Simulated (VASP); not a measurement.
Set up this calculation in VASP 6.6.1, as the native input.

```yaml
Task: single point
Functional: PBEsol
Potentials_or_basis: VASP PAW PBE potentials, release 64 (C, O)
Cutoff: 520 eV
k_mesh: 2 × 2 × 1
Occupations: fermi-dirac, width 0.05 eV
Spin: no spin polarisation
Dipole_correction: no
Further_INCAR_settings: LREAL = Auto; ALGO = Normal; EDIFF = 1e-06; NBANDS = 57
```

The structure of C19O lies in POSCAR:

```
C19O
1.0
    7.3980000000      0.0000000000      0.0000000000
   -3.6990000000      6.4068560000      0.0000000000
    0.0000000000      0.0000000000     12.0000000000
C O
19 1
Direct
    0.0015787890      0.0009683377      0.0710849167
    0.2236333191      0.1119681791      0.0710710833
    0.0015007194      0.3340974106      0.0710285833
    0.2237018414      0.4451628068      0.0710335833
    0.0013851935      0.6674986920      0.0710258333
    0.2238095253      0.7787039384      0.0709813333
    0.3348377828      0.0007847843      0.0710306667
    0.5570780389      0.1118976297      0.0710647500
    0.3347311194      0.3342235255      0.0710674167
    0.5571106389      0.4453510427      0.0710783333
    0.3349301230      0.6675842254      0.0710328333
    0.5569448809      0.7785967095      0.0710793333
    0.6681372454      0.0008976322      0.0710808333
    0.8904823422      0.1120793100      0.0710766667
    0.6682950785      0.3342995379      0.0710621667
    0.8902745045      0.4452416287      0.0710290000
    0.6681550502      0.6674339177      0.0710915833
    0.8903814553      0.7785155465      0.0710772500
    0.1410431930      0.6314794651      0.3380424167
    0.1951176643      0.7719574156      0.3946275833
```

One way to write it, as run:

INCAR

```
SYSTEM = C19O
PREC = Accurate
ENCUT = 520
EDIFF = 1E-6
ISMEAR = -1
SIGMA = 0.05
LREAL = Auto
LASPH = .TRUE.
NELM = 100
ALGO = Normal
ISIF = 2
LWAVE = .FALSE.
LCHARG = .FALSE.
GGA = PS
NBANDS = 57
```

KPOINTS

```
regular mesh
0
G
  2 2 1
  0 0 0
```

Potentials or basis: VASP PAW PBE potentials, release 64 (C, O).

The run is started by

```bash
$ cat potpaw_PBE.64/C/POTCAR potpaw_PBE.64/O/POTCAR > POTCAR
$ mpirun -np 1 vasp_std > vasp.out
```

Results of the run:

| Quantity | Value |
| --- | --- |
| Largest force | 0.987 eV/Å |
| Band gap on the k mesh | 0.01 eV |

Caveat: the k points lie up to 0.49 Å⁻¹ apart; there is no dipole correction, which matters where the two faces differ; semilocal functionals underestimate gaps, and a narrow one can read as zero; the PAW data sets were made with another functional, which shifts forces and pressure a little.

Wall time 6.1 min on 1 thread of Oxide Virtual Turin-like Processor, on a shared host, peak memory 0.53 GiB.
